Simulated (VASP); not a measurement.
Input of a VASP 6.6.1 run:

The input INCAR:

```
PREC     = Accurate       # precision mode
ENCUT    = 600            # plane-wave cutoff, eV
EDIFF    = 1E-6           # SCF threshold, eV
ISMEAR   = 0              # smearing method
SIGMA    = 0.1            # smearing width, eV
LREAL    = F              # projectors in reciprocal space
LASPH    = T              # aspherical terms in the spheres
NELM     = 60             # most SCF steps
ALGO     = Normal         # electronic algorithm
ISIF     = 3              # what is computed and relaxed
LWAVE    = F              # write WAVECAR
LCHARG   = F              # write CHGCAR
GGA      = PE             # functional
IBRION   = 2              # ionic algorithm
NSW      = 100            # ionic steps
EDIFFG   = -0.01          # ionic threshold
```

The input KPOINTS:

```
regular mesh
0
Gamma
  12 12 12
```

Contents of POSCAR:

```
ZnS3
1.0
    0.0000000000      3.1808552075      3.1808552075
    3.1808552075      0.0000000000      3.1808552075
    3.1808552075      3.1808552075      0.0000000000
Zn S
1 3
Direct
    0.0000000000      0.0000000000      0.0000000000
    0.5000000000      0.5000000000      0.5000000000
    0.2500000000      0.2500000000      0.2500000000
    0.7500000000      0.7500000000      0.7500000000
```

Potentials or basis: VASP PAW PBE potentials, release 64 (Zn, S).

Run with:

```console
$ cat potpaw_PBE.64/Zn/POTCAR potpaw_PBE.64/S/POTCAR > POTCAR
$ mpirun -np 1 vasp_std > vasp.out
```

Q: What does it give for the band gap on the k mesh?

A: Zero (band 15 reaches 6.41 eV, above the bottom of band 16 at 5.11 eV).

Final structure:
```xyz
4
Lattice="0.0000 3.1809 3.1809 3.1809 0.0000 3.1809 3.1809 3.1809 0.0000" Properties=species:S:1:pos:R:3 pbc="T T T"
Zn    0.0000    0.0000    0.0000
S     3.1809    3.1809    3.1809
S     1.5904    1.5904    1.5904
S     4.7713    4.7713    4.7713
```

Caveat: the relaxation stopped at its first step, so nothing moved.
